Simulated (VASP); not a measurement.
The system is GaN.

```
Ga N
1.0
     0.00000    2.25350    2.25350
     2.25350    0.00000    2.25350
     2.25350    2.25350    0.00000
Ga N
1 1
Direct
  0.00000 0.00000 0.00000
  0.25000 0.25000 0.25000
```

- Program: VASP 6.6.1
- Task: relaxation of cell and atoms
- Functional: RPBE
- Dispersion: D3(BJ)
- Potentials or basis: VASP PAW PBE potentials, release 64 (Ga_d, N)
- Cutoff: 600 eV
- k mesh: 10 × 10 × 10
- Occupations: fermi-dirac, width 0.05 eV
- Spin: no spin polarisation

At the start: pressure -10.4 GPa; volume 11.44 Å³/atom.

Question: Where does the relaxation end?

Answer: Over 3 steps the energy falls by 21.7 meV/atom and the volume is 10.82 Å³/atom (-5.5 %); space group F-43m (No. 216, to 0.05 Å).

The path:
```
step  energy change (eV)  largest force (eV/Å)  pressure (GPa)  volume (Å³)
   1              0.0000                0.0000          -10.44        22.89
   2             -0.0020                0.0000           12.40        20.51
   3             -0.0435                0.0000           -0.04        21.63
```

Final structure:
```
Ga N
1.0
     0.00000    2.21159    2.21159
     2.21159    0.00000    2.21159
     2.21159    2.21159    0.00000
Ga N
1 1
Direct
  0.00000 0.00000 0.00000
  0.25000 0.25000 0.25000
```

Caveat: the PAW data sets were made with another functional, which shifts forces and pressure a little.
